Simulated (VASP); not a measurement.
Set up this calculation in VASP 6.6.1, as the native input.

- Task: single point
- Functional: PBEsol
- Potentials or basis: VASP PAW PBE potentials, release 64 (Ga_d, N)
- Cutoff: 520 eV
- k mesh: 6 × 6 × 6
- Occupations: gaussian, width 0.01 eV
- Spin: no spin polarisation
- Dipole correction: no
- Further INCAR settings: ALGO = Normal; EDIFF = 1e-06; NBANDS = 16

The structure of GaN lies in POSCAR:

```
GaN
1.0
   -0.0100266556      2.2891125195      2.2939305228
    2.2260778105      0.0097261564      2.2741777108
    2.2451194412      2.2883913215     -0.0093054576
Ga N
1 1
Direct
    0.9866100000      0.9660700000      0.0127900000
    0.7524800000      0.7035100000      0.7684800000
```

These files were run (other wordings do the same):

INCAR

```
ALGO = Normal
EDIFF = 1E-6
ENCUT = 520
GGA = PS
ISIF = 2
ISMEAR = 0
LASPH = True
LCHARG = False
LREAL = False
LWAVE = False
NBANDS = 16
NELM = 100
PREC = Accurate
SIGMA = 0.01
```

KPOINTS

```
k-points
0
Gamma
  6 6 6
```

Potentials or basis: VASP PAW PBE potentials, release 64 (Ga_d, N).

Command:

```sh
$ cat potpaw_PBE.64/Ga_d/POTCAR potpaw_PBE.64/N/POTCAR > POTCAR
$ mpirun -np 1 vasp_std > vasp.out
```

Results of the run:

The pressure is -4.9 GPa. The largest force is 0.663 eV/Å and the band gap on the k mesh is 1.43 eV, direct.

Caveat: the PAW data sets were made with another functional, which shifts forces and pressure a little.

Wall time 15 s on 1 thread of Intel(R) Xeon(R) Platinum 8488C (Sapphire Rapids), with other jobs on the host, peak memory 0.16 GiB.
